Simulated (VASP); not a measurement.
A run of VASP 6.6.1 is set up as follows.

The input POSCAR:

```
AlN
1.0
    0.0000000000      2.1918923046      2.1918923046
    2.1918923046      0.0000000000      2.1918923046
    2.1918923046      2.1918923046      0.0000000000
Al N
1 1
Direct
    0.0000000000      0.0000000000      0.0000000000
    0.7500000000      0.7500000000      0.7500000000
```

INCAR.step1

```
SYSTEM = AlN
ALGO = Normal
EDIFF = 1E-4
ENCUT = 520
GGA = PE
ISMEAR = 0
LASPH = .TRUE.
LCHARG = .FALSE.
LREAL = .FALSE.
LWAVE = .TRUE.
NBANDS = 11
NELM = 60
PREC = Accurate
SIGMA = 0.01
```

The input INCAR.step2:

```
SYSTEM = AlN
ALGO = Normal
EDIFF = 1E-6
ENCUT = 520
ISIF = 2
ISMEAR = 0
ISTART = 1
LASPH = .TRUE.
LCHARG = .FALSE.
LMIXTAU = .TRUE.
LREAL = .FALSE.
LWAVE = .FALSE.
METAGGA = R2SCAN
NBANDS = 11
NELM = 60
PREC = Accurate
SIGMA = 0.01
```

File KPOINTS:

```
k-points
0
G
  8 8 8
  0 0 0
```

Potentials or basis: VASP PAW PBE potentials, release 64 (Al, N).

Run with:

```bash
$ cat potpaw_PBE.64/Al/POTCAR potpaw_PBE.64/N/POTCAR > POTCAR
$ cp INCAR.step1 INCAR
$ mpirun -np 1 vasp_std > vasp.out
$ cp INCAR.step2 INCAR
$ mpirun -np 1 vasp_std > vasp.out
```

(1) Predict the band gap on the k mesh.

(2) Estimate the pressure.

## Answers

(1) 3.93 eV, indirect (least direct gap 4.79 eV).

(2) -2.4 GPa.

Caveat: the PAW data sets were made with another functional, which shifts forces and pressure a little.
